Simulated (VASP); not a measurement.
# AlNi in VASP: notebook

The runs below take AlNi through single point, with PBE.

All numbers are computed with VASP 6.6.1; they aren't measurements. Logs are shortened: lines on timing, memory, paths and dates and some standing lists are left out, and cuts for length are marked.

### 1 The cell of the first run

Symmetry: Pm-3m, No. 221, cubic system. Conventional cell: a = 2.748 Å, b = 2.748 Å, c = 2.748 Å, α = 90.00°, β = 90.00°, γ = 90.00°. Al (site symmetry m-3m) has 8 Ni at 2.38 Å and 6 Al at 2.75 Å within 3.1 Å. Ni (site symmetry m-3m) has 8 Al at 2.38 Å and 6 Ni at 2.75 Å within 3.1 Å.

### 2 Single point, PBE (strain -0.050 along x and y, -0.050 along z)

The input, INCAR:

```
SYSTEM = AlNi
ALGO = Fast ; EDIFF = 1E-6
ENCUT = 520 ; GGA = PE
ISIF = 2 ; ISMEAR = 0
LASPH = .TRUE. ; LCHARG = .TRUE.
LELF = .TRUE. ; LREAL = .FALSE.
LVHAR = .TRUE. ; LWAVE = .FALSE.
NBANDS = 14 ; NELM = 60
PREC = Accurate ; SIGMA = 0.15
```

The input, KPOINTS:

```
k-points
0
G
  20 20 20
  0 0 0
```

The input, POSCAR:

```
AlNi
1.0
    2.7484293516      0.0000000000      0.0000000000
    0.0000000000      2.7484293516      0.0000000000
    0.0000000000      0.0000000000      2.7484293516
Al Ni
1 1
Direct
    0.0000000000      0.0000000000      0.0000000000
    0.5000000000      0.5000000000      0.5000000000
```

Potentials or basis: VASP PAW PBE potentials, release 64 (Al, Ni).

Started as:

```console
$ cat potpaw_PBE.64/Al/POTCAR potpaw_PBE.64/Ni/POTCAR > POTCAR
$ mpirun -np 1 vasp_std > vasp.out
```

OUTCAR:

```text
SYSTEM = AlNi
   EDIFF = 1E-6
   ENCUT = 520
   GGA = PE
   ISIF = 2
   ISMEAR = 0
   LASPH = .TRUE.
   LREAL = .FALSE.
   NELM = 60
   PREC = Accurate

 ion  position               nearest neighbor table
   1  0.000  0.000  0.000-   2 2.38   2 2.38   2 2.38   2 2.38   2 2.38   2 2.38   2 2.38   2 2.38

   2  0.500  0.500  0.500-   1 2.38   1 2.38   1 2.38   1 2.38   1 2.38   1 2.38   1 2.38   1 2.38

  LATTYP: Found a simple cubic cell.
 ALAT       =     2.7484293516

  Lattice vectors:

 A1 = (   2.7484293516,   0.0000000000,   0.0000000000)
 A2 = (   0.0000000000,   2.7484293516,   0.0000000000)
 A3 = (   0.0000000000,   0.0000000000,   2.7484293516)

Analysis of symmetry for initial positions (statically):
=====================================================================
 Subroutine PRICEL returns:
 Original cell was already a primitive cell.

 Routine SETGRP: Setting up the symmetry group for a
 simple cubic supercell.

 Subroutine GETGRP returns: Found 48 space group operations
 (whereof 48 operations were pure point group operations)
 out of a pool of 48 trial point group operations.

The static configuration has the point symmetry O_h .

Analysis of symmetry for dynamics (positions and initial velocities):
=====================================================================
 Subroutine PRICEL returns:
 Original cell was already a primitive cell.

 Routine SETGRP: Setting up the symmetry group for a
 simple cubic supercell.

 Subroutine GETGRP returns: Found 48 space group operations
 (whereof 48 operations were pure point group operations)
 out of a pool of 48 trial point group operations.

The dynamic configuration has the point symmetry O_h .

 Subroutine INISYM returns: Found 48 space group operations
 (whereof 48 operations are pure point group operations),
 and found     1 'primitive' translations

----------------------------------------------------------------------------------------

                                     Primitive cell

  volume of cell :      20.7613

  direct lattice vectors                    reciprocal lattice vectors
     2.748429352  0.000000000  0.000000000     0.363844171  0.000000000  0.000000000
     0.000000000  2.748429352  0.000000000     0.000000000  0.363844171  0.000000000
     0.000000000  0.000000000  2.748429352     0.000000000  0.000000000  0.363844171

  length of vectors
     2.748429352  2.748429352  2.748429352     0.363844171  0.363844171  0.363844171

  position of ions in fractional coordinates (direct lattice)
     0.000000000  0.000000000  0.000000000
     0.500000000  0.500000000  0.500000000

  ion indices of the primitive-cell ions
   primitive index   ion index
                 1           1
                 2           2

----------------------------------------------------------------------------------------

 KPOINTS: k-points

Automatic generation of k-mesh.
 Grid dimensions read from file:
 generate k-points for:   20   20   20

 Generating k-lattice:

  Cartesian coordinates                     Fractional coordinates (reciprocal lattice)
     0.018192209  0.000000000  0.000000000     0.050000000  0.000000000  0.000000000
     0.000000000  0.018192209  0.000000000     0.000000000  0.050000000  0.000000000
     0.000000000  0.000000000  0.018192209     0.000000000  0.000000000  0.050000000

  Length of vectors
     0.018192209  0.018192209  0.018192209

  Shift w.r.t. Gamma in fractional coordinates (k-lattice)
     0.000000000  0.000000000  0.000000000

 Subroutine IBZKPT returns following result:
 ===========================================

 Found    286 irreducible k-points:

 Following reciprocal coordinates:
            Coordinates               Weight
  0.000000  0.000000  0.000000      1.000000
  0.050000  0.000000  0.000000      6.000000
  0.100000  0.000000  0.000000      6.000000
  0.150000  0.000000  0.000000      6.000000
  0.200000  0.000000  0.000000      6.000000
  0.250000  0.000000  0.000000      6.000000
[... 16 lines left out ...]
  0.150000  0.100000  0.000000     24.000000
  0.200000  0.100000  0.000000     24.000000
 [... further k-points ...]
   k-points           NKPTS =    286   k-points in BZ     NKDIM =    286   number of bands    NBANDS=     14
   number of dos      NEDOS =    301   number of ions     NIONS =      2
   total plane-waves  NPLWV =   8000
   dimension x,y,z NGX =    20 NGY =   20 NGZ =   20
   dimension x,y,z NGXF=    40 NGYF=   40 NGZF=   40
   ions per type =               1   1
   NGX,Y,Z   is equivalent  to a cutoff of  12.10, 12.10, 12.10 a.u.
   NGXF,Y,Z  is equivalent  to a cutoff of  24.20, 24.20, 24.20 a.u.
 SYSTEM =  AlNi
   PREC   = accura    normal or accurate (medium, high low for compatibility)
   ISTART =      0    job   : 0-new  1-cont  2-samecut
   ICHARG =      2    charge: 1-file 2-atom 10-const
   ISPIN  =      1    spin polarized calculation?
   LNONCOLLINEAR =      F non collinear calculations
   LSORBIT =      F    spin-orbit coupling
   LASPH  =      T    aspherical Exc in radial PAW
   ENCUT  =  520.0 eV  38.22 Ry    6.18 a.u.   5.11  5.11  5.11*2*pi/ulx,y,z
   NELM   =     60;   NELMIN=  2; NELMDL= -5     # of ELM steps
   EDIFF  = 0.1E-05   stopping-criterion for ELM
   LREAL  =      F    real-space projection
   EDIFFG = 0.1E-04   stopping-criterion for IOM
   NSW    =      0    number of steps for IOM
   IBRION =     -1    ionic relax: 0-MD 1-quasi-New 2-CG
   NFREE  =      0    steps in history (QN), initial steepest desc. (CG)
   ISIF   =      2    stress and relaxation
   ISYM   =      2    0-nonsym 1-usesym 2-fastsym
   POTIM  = 0.5000    time-step for ionic-motion
   TEBEG  =    0.0;   TEEND  =   0.0 temperature during run
   PSTRESS=    0.0 pullay stress
   NELECT =      13.0000    total number of electrons
   NUPDOWN=      -1.0000    fix difference up-down
   EMIN   =  10.00;   EMAX   =-10.00  energy-range for DOS
   EFERMI =   0.00;   METHOD = LEGACY
   ISMEAR =     0;   SIGMA  =   0.15  broadening in eV -4-tet -1-fermi 0-gaus
   EFERMI_NEDOS =   21; number of points for ismear=-14 and -15
   IALGO  =     68    algorithm
   IMIX   =      4    mixing-type and parameters
     AMIX     =   0.40;   BMIX     =  1.00
     AMIX_MAG =   1.60;   BMIX_MAG =  1.00
  volume/ion in A,a.u.               =      10.38        70.05
  Fermi-wavevector in a.u.,A,eV,Ry     =   1.400570  2.646693 26.689124  1.961595
  Thomas-Fermi vector in A             =   2.523517
   LORBIT       =      0    0 simple, 1 ext, 2 COOP (PROOUT), +10 PAW based schemes
   GGA     = PE    functional components
   LHFCALC =     F    Hartree Fock is set to
   AEXX    =    0.0000 exact exchange contribution
   IVDW    =     0    specifies the selected vdW correction
   LEPSILON=     F    determine dielectric tensor
   LRPA    =     F    only Hartree local field effects (RPA)
 non-spin polarized calculation
 RMM-DIIS sequential band-by-band and
 Gauss-broadening in eV      SIGMA  =   0.15
  energy-cutoff  :      520.00
  volume of cell :       20.76
 maximum number of plane-waves:       587
   NGX = 11   NGY = 11   NGZ = 11

 number of electron      13.0000028 magnetization

 Free energy of the ion-electron system (eV)
  ---------------------------------------------------
  ext. energy  EPLUGINS =         0.00000000
  ---------------------------------------------------
  free energy    TOTEN  =       -10.22165686 eV

  energy without entropy =      -10.21289790  energy(sigma->0) =      -10.21727738

 E-fermi :  12.0170     XC(G=0): -12.7463

 val. band max:       12.0162065483   @ k =   0.4000   0.2500   0.2000
 cond. band min:      12.0308819786   @ k =   0.3500   0.3000   0.0500
 fundamental gap:      0.0146754303
 Fermi energy:        12.0169755726

 k-point     1 :       0.0000    0.0000    0.0000
  band No.  band energies     occupation
      1      -0.1930      2.00000
      2       8.0462      2.00000
      3       8.0462      2.00000
      4      10.1601      2.00000
      5      10.1601      2.00000
      6      10.1601      2.00000
      7      18.1616      0.00000
      8      18.1616      0.00000
      9      18.1616      0.00000
     10      20.6176      0.00000
     11      20.6176      0.00000
     12      28.4738      0.00000
     13      34.6596      0.00000
     14      34.6596      0.00000

 k-point     2 :       0.0500    0.0000    0.0000
  band No.  band energies     occupation
      1      -0.1420      2.00000
      2       8.0449      2.00000
      3       8.0597      2.00000
      4      10.1357      2.00000
      5      10.1357      2.00000
      6      10.1628      2.00000
      7      17.5354      0.00000
      8      18.2290      0.00000
      9      18.2290      0.00000
     10      20.6143      0.00000
     11      21.2099      0.00000
     12      28.6301      0.00000
     13      34.0084      0.00000
     14      34.0216      0.00000

 k-point     3 :       0.1000    0.0000    0.0000
  band No.  band energies     occupation
      1       0.0104      2.00000
      2       8.0355      2.00000
      3       8.0991      2.00000
      4      10.0664      2.00000
      5      10.0664      2.00000
      6      10.1706      2.00000
      7      16.3751      0.00000
      8      18.4276      0.00000
      9      18.4276      0.00000
     10      20.6047      0.00000
     11      22.2604      0.00000
     12      29.1097      0.00000
     13      32.8059      0.00000
     14      32.8059      0.00000

 k-point     4 :       0.1500    0.0000    0.0000
  band No.  band energies     occupation
      1       0.2630      2.00000
      2       7.9998      2.00000
      3       8.1613      2.00000
      4       9.9621      2.00000
      5       9.9621      2.00000
      6      10.1828      2.00000
      7      15.1602      0.00000
      8      18.7475      0.00000
      9      18.7475      0.00000
     10      20.5889      0.00000
     11      23.2827      0.00000
     12      29.9293      0.00000
     13      31.5167      0.00000
     14      31.5167      0.00000

 k-point     5 :       0.2000    0.0000    0.0000
  band No.  band energies     occupation
      1       0.6134      2.00000
      2       7.9044      2.00000
      3       8.2412      2.00000
      4       9.8366      2.00000
      5       9.8366      2.00000
      6      10.1981      2.00000
      7      14.0249      0.00000
      8      19.1754      0.00000
      9      19.1754      0.00000
     10      20.5674      0.00000
     11      24.1742      0.00000
[... 276 lines left out ...]
 k-point    22 :       0.1000    0.1000    0.0000
  band No.  band energies     occupation
      1       0.2126      2.00000
      2       8.0701      2.00000
      3       8.1151      2.00000
      4       9.9620      2.00000
      5      10.0591      2.00000
      6      10.0969      2.00000
      7      16.2658      0.00000
      8      16.9728      0.00000
      9      18.6914      0.00000
     10      21.4606      0.00000
     11      23.1492      0.00000
     12      29.6549      0.00000
     13      30.8754      0.00000
     14      32.6858      0.00000

 k-point    23 :       0.1500    0.1000    0.0000
  band No.  band energies     occupation
      1       0.4635      2.00000
      2       8.0553      2.00000
      3       8.1666      2.00000
      4       9.8480      2.00000
      5       9.9696      2.00000
      6      10.0967      2.00000
      7      15.2817      0.00000
      8      17.0033      0.00000
      9      19.0091      0.00000
     10      21.6227      0.00000
     11      24.1257      0.00000
     12      29.5877      0.00000
     13      30.3923      0.00000
     14      31.6117      0.00000

 k-point    24 :       0.2000    0.1000    0.0000
  band No.  band energies     occupation
      1       0.8114      2.00000
      2       7.9728      2.00000
      3       8.2463      2.00000
      4       9.7159      2.00000
      5       9.8473      2.00000
      6      10.1115      2.00000
      7      14.1725      0.00000
      8      17.3144      0.00000
      9      19.4346      0.00000
     10      21.6937      0.00000
     11      25.0767      0.00000
     12      28.3885      0.00000
     13      30.3632      0.00000
     14      31.4029      0.00000

 [... further k-points ...]

------------------------ aborting loop because EDIFF is reached ----------------------------------------

  FORCE on cell =-STRESS in cart. coord.  units (eV):
  Direction    XX          YY          ZZ          XY          YZ          ZX
  --------------------------------------------------------------------------------------
  -------------------------------------------------------------------------------------
  Total        4.4248342      4.4248342      4.4248342      0.0000000      0.0000000     -0.0000000
  in kB      341.4710210    341.4710210    341.4710210      0.0000000      0.0000000     -0.0000000
  external PRESSURE =     341.4710210 kB  Pullay stress =       0.0000000 kB

 VOLUME and BASIS-vectors are now :
 -----------------------------------------------------------------------------
  energy-cutoff  :      520.00
  volume of cell :       20.76
      direct lattice vectors                 reciprocal lattice vectors
     2.748429352  0.000000000  0.000000000     0.363844171  0.000000000  0.000000000
     0.000000000  2.748429352  0.000000000     0.000000000  0.363844171  0.000000000
     0.000000000  0.000000000  2.748429352     0.000000000  0.000000000  0.363844171

 POSITION                                       TOTAL-FORCE (eV/Angst)
 -----------------------------------------------------------------------------------
      0.00000      0.00000      0.00000         0.000000      0.000000      0.000000
      1.37421      1.37421      1.37421         0.000000      0.000000      0.000000
 -----------------------------------------------------------------------------------
    total drift:                               -0.000000      0.000000     -0.000000

  FREE ENERGIE OF THE ION-ELECTRON SYSTEM (eV)
  ---------------------------------------------------
  free  energy   TOTEN  =       -10.2216568639 eV

  energy  without entropy=      -10.2128978982  energy(sigma->0) =      -10.21727738
```

Run time: 2.3 min. Hardware: 1 thread of Intel Xeon 8259CL, shared host; peak memory 0.19 GiB.

What came out:

```yaml
Free_energy: -10.2217 eV
Pressure: 34.1 GPa
Band_gap_on_the_k_mesh: zero (an odd number of electrons rules out a gap without spin polarisation)
```

Caveat: the cell differs from its parent crystal (strain -0.050 along x and y, -0.050 along z); the cell stands under pressure. Spin polarisation is off, so any magnetic state and its effect on volume and gap are missing.

### 3 Single point, PBE (strain -0.025 along x and y, -0.025 along z)

The input, INCAR:

```
SYSTEM = AlNi
  ALGO = Normal
  EDIFF = 1E-6
  ENCUT = 520
  GGA = PE
  ISIF = 2
  ISMEAR = 0
  LASPH = .True.
  LCHARG = .False.
  LREAL = .False.
  LWAVE = .False.
  NBANDS = 14
  NELM = 80
  PREC = Accurate
  SIGMA = 0.15
```

The input, KPOINTS:

```
k-points
0
Gamma
  20 20 20
  0 0 0
```

The input, POSCAR:

```
AlNi
1.0
    2.8207564398      0.0000000000      0.0000000000
    0.0000000000      2.8207564398      0.0000000000
    0.0000000000      0.0000000000      2.8207564398
Al Ni
1 1
Direct
    0.0000000000      0.0000000000      0.0000000000
    0.5000000000      0.5000000000      0.5000000000
```

Potentials or basis: VASP PAW PBE potentials, release 64 (Al, Ni).

Started as:

```console
$ cat potpaw_PBE.64/Al/POTCAR potpaw_PBE.64/Ni/POTCAR > POTCAR
$ mpirun -np 1 vasp_std > vasp.out
```

It took 2.7 min on 1 thread of Intel Xeon 8259CL, shared host; peak memory 0.21 GiB.

It converged, with:

```yaml
Free_energy: -10.4692 eV
Pressure: 14.3 GPa
Band_gap_on_the_k_mesh: zero (an odd number of electrons rules out a gap without spin polarisation)
```

Levels at points of the mesh, in eV from the Fermi level:
```tsv
k point	band 4	band 5	band 6	band 7	band 8	band 9	band 10	band 11
(0.00, 0.00, 0.00)	-1.67	-1.67	-1.67	5.78	5.78	5.78	8.34	8.34
(0.50, 0.00, 0.00)	-2.44	-2.44	-1.57	-0.68	8.35	10.34	10.34	11.53
(0.50, 0.50, 0.00)	-3.06	-2.26	-2.26	-1.09	1.61	2.78	13.00	15.65
(0.50, 0.50, 0.50)	-1.06	-1.06	1.96	1.96	1.96	4.27	4.73	4.73
```

Caveat: the cell differs from its parent crystal (strain -0.025 along x and y, -0.025 along z); the cell stands under pressure. Spin polarisation is off, so any magnetic state and its effect on volume and gap are missing.

### 4 Single point, PBE (strain +0.025 along x and y, +0.025 along z)

The input, INCAR:

```
PREC = Accurate
ENCUT = 520
EDIFF = 1E-7
ISMEAR = 0
SIGMA = 0.15
LREAL = F
LASPH = T
NELM = 60
ALGO = Normal
ISIF = 2
LWAVE = F
LCHARG = F
GGA = PE
NBANDS = 14
```

The input, KPOINTS:

```
regular mesh
0
Gamma
  20 20 20
```

The input, POSCAR:

```
AlNi
1.0
    2.9654106162      0.0000000000      0.0000000000
    0.0000000000      2.9654106162      0.0000000000
    0.0000000000      0.0000000000      2.9654106162
Al Ni
1 1
Direct
    0.0000000000      0.0000000000      0.0000000000
    0.5000000000      0.5000000000      0.5000000000
```

Started as:

```console
$ cat potpaw_PBE.64/Al/POTCAR potpaw_PBE.64/Ni/POTCAR > POTCAR
$ mpirun -np 1 vasp_std > vasp.out
```

Run time: 3.1 min. Hardware: 1 thread of Intel Xeon 8259CL, shared host; peak memory 0.23 GiB.

Results (log left out):

```
Free energy            : -10.4814 eV
Pressure               : -10.0 GPa
Band gap on the k mesh : zero (an odd number of electrons rules out a gap without spin polarisation)
```

Levels at points of the mesh, in eV from the Fermi level:
| k point | band 3 | band 4 | band 5 | band 6 | band 7 | band 8 | band 9 | band 10 | band 11 | band 12 |
| --- | --- | --- | --- | --- | --- | --- | --- | --- | --- | --- |
| (0.00, 0.00, 0.00) | -2.83 | -1.37 | -1.37 | -1.37 | 5.15 | 5.15 | 5.15 | 7.85 | 7.85 | 12.25 |
| (0.50, 0.00, 0.00) | -2.42 | -2.00 | -2.00 | -1.30 | -0.60 | 8.17 | 9.60 | 9.60 | 10.06 | 10.06 |
| (0.50, 0.50, 0.00) | -2.65 | -2.65 | -1.83 | -1.83 | -0.91 | 1.34 | 2.07 | 11.34 | 14.46 | 14.46 |
| (0.50, 0.50, 0.50) | -3.68 | -0.88 | -0.88 | 2.08 | 2.08 | 2.08 | 2.95 | 4.08 | 4.08 | 4.08 |

Caveat: the cell differs from its parent crystal (strain +0.025 along x and y, +0.025 along z); the cell stands under tension.

(Continued in part 2 of 2.)
